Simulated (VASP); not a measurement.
Set up this calculation in VASP 6.6.1, as the native input.

```
Task                   : single point
Functional             : r2SCAN
Potentials or basis    : VASP PAW PBE potentials, release 64 (Zr_sv, Si)
Cutoff                 : 520 eV
k mesh                 : 2 × 2 × 2, shifted
Occupations            : gaussian, width 0.1 eV
Spin                   : no spin polarisation
Dipole correction      : no
Further INCAR settings : LREAL = Auto; ALGO = Normal; EDIFF = 1e-06; NBANDS = 90; ISYM = 0
```

Crystal: Zr8Si13.

```
Zr Si
1.0
     7.42342    0.02637    0.00157
     1.82929   -7.29376    0.05508
     3.71015    0.06714   -7.31693
Zr Si
8 13
Direct
  0.10800 0.79911 0.87288
  0.36817 0.79478 0.37919
  0.61834 0.78934 0.87273
  0.85386 0.79667 0.37011
  0.63261 0.20842 0.62526
  0.88572 0.20360 0.12488
  0.14040 0.20601 0.63441
  0.38523 0.21172 0.12709
  0.28988 0.08014 0.88818
  0.53200 0.11188 0.37722
  0.78353 0.11119 0.87087
  0.04820 0.08185 0.36569
  0.46603 0.89659 0.62429
  0.70671 0.90462 0.12355
  0.96127 0.88826 0.62051
  0.42194 0.50639 0.88320
  0.67990 0.50195 0.37509
  0.93876 0.49682 0.88619
  0.31688 0.50086 0.62960
  0.57066 0.50112 0.12179
  0.06324 0.50675 0.11852
```

The input as run:

POSCAR

```
Zr8Si13
1.0
    7.4234172131      0.0263694558      0.0015681405
    1.8292857154     -7.2937642290      0.0550808671
    3.7101499029      0.0671370258     -7.3169256735
Zr Si
8 13
Direct
    0.1079985170      0.7991119464      0.8728754425
    0.3681702856      0.7947795636      0.3791946390
    0.6183352596      0.7893416133      0.8727344042
    0.8538570117      0.7966672287      0.3701073848
    0.6326066282      0.2084173046      0.6252586171
    0.8857162186      0.2036023664      0.1248795819
    0.1403956406      0.2060117664      0.6344058017
    0.3852256076      0.2117206520      0.1270900182
    0.2898813700      0.0801397928      0.8881783796
    0.5319966039      0.1118761942      0.3772231608
    0.7835312404      0.1111932244      0.8708666527
    0.0481983743      0.0818526801      0.3656939163
    0.4660313998      0.8965916030      0.6242884369
    0.7067123192      0.9046151977      0.1235546942
    0.9612657344      0.8882571868      0.6205092820
    0.4219436495      0.5063859296      0.8832013847
    0.6799041179      0.5019510237      0.3750876077
    0.9387609379      0.4968221060      0.8861938575
    0.3168806527      0.5008632031      0.6295974859
    0.5706605730      0.5011182447      0.1217861792
    0.0632427366      0.5067492447      0.1185221991
```

INCAR.step1

```
  PREC = Accurate
  ENCUT = 520
  ISMEAR = 0
  SIGMA = 0.1
  LREAL = Auto
  LASPH = True
  NELM = 80
  ISYM = 0
  NBANDS = 90
  GGA = PE
  ALGO = Normal
  EDIFF = 1E-4
  LWAVE = True
  LCHARG = False
```

INCAR.step2

```
  PREC = Accurate
  ENCUT = 520
  EDIFF = 1E-6
  ISMEAR = 0
  SIGMA = 0.1
  LREAL = Auto
  LASPH = True
  NELM = 80
  ALGO = Normal
  ISIF = 2
  LWAVE = False
  LCHARG = False
  METAGGA = R2SCAN
  LMIXTAU = True
  ISYM = 0
  NBANDS = 90
  ISTART = 1
```

KPOINTS

```
Automatic mesh
0
Gamma
  2 2 2
  0.5 0.5 0.5
```

Potentials or basis: VASP PAW PBE potentials, release 64 (Zr_sv, Si).

Launch:

```console
$ cat potpaw_PBE.64/Zr_sv/POTCAR potpaw_PBE.64/Si/POTCAR > POTCAR
$ cp INCAR.step1 INCAR
$ mpirun -np 1 vasp_std > vasp.out
$ cp INCAR.step2 INCAR
$ mpirun -np 1 vasp_std > vasp.out
```

It gave:

* Pressure: 0.0 GPa
* Largest force: 0.039 eV/Å
* Band gap on the k mesh: zero (bands 74 and 75 overlap by 0.05 eV)

Caveat: the k points lie up to 0.49 Å⁻¹ apart; the PAW data sets were made with another functional, which shifts forces and pressure a little.

Run time: 9.1 min on 1 thread of Intel(R) Xeon(R) Platinum 8488C (Sapphire Rapids), on a shared host, peak memory 0.54 GiB.
